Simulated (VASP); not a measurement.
A run of VASP 6.6.1:

The input INCAR:

```
PREC     = Accurate       # precision mode
ENCUT    = 520            # plane-wave cutoff, eV
EDIFF    = 1E-7           # SCF threshold, eV
ISMEAR   = -1             # smearing method
SIGMA    = 0.1            # smearing width, eV
LREAL    = False          # projectors in reciprocal space
LASPH    = True           # aspherical terms in the spheres
NELM     = 100            # most SCF steps
ALGO     = Normal         # electronic algorithm
ISIF     = 2              # what is computed and relaxed
LWAVE    = False          # write WAVECAR
LCHARG   = False          # write CHGCAR
GGA      = PS             # functional
NBANDS   = 13             # bands
```

Contents of KPOINTS:

```
regular mesh
0
Gamma
  13 13 13
```

POSCAR

```
Sn
1.0
    0.0000000000      2.4589899452      2.4589899452
    2.4589899452      0.0000000000      2.4589899452
    2.4589899452      2.4589899452      0.0000000000
Sn
1
Direct
    0.0000000000      0.0000000000      0.0000000000
```

Potentials or basis: VASP PAW PBE potentials, release 64 (Sn_d).

Run with:

```console
$ cat potpaw_PBE.64/Sn_d/POTCAR > POTCAR
$ mpirun -np 1 vasp_std > vasp.out
```

Hardware: 1 thread of Intel(R) Xeon(R) Platinum 8259CL CPU @ 2.50GHz (Skylake/Cascade Lake), on a shared host.

Task: Estimate the wall time of this run.

Result: It took 32 s on 1 thread of Intel(R) Xeon(R) Platinum 8259CL CPU @ 2.50GHz (Skylake/Cascade Lake), on a shared host, peak memory 0.17 GiB. Counts: scf iterations 11, k points 84.
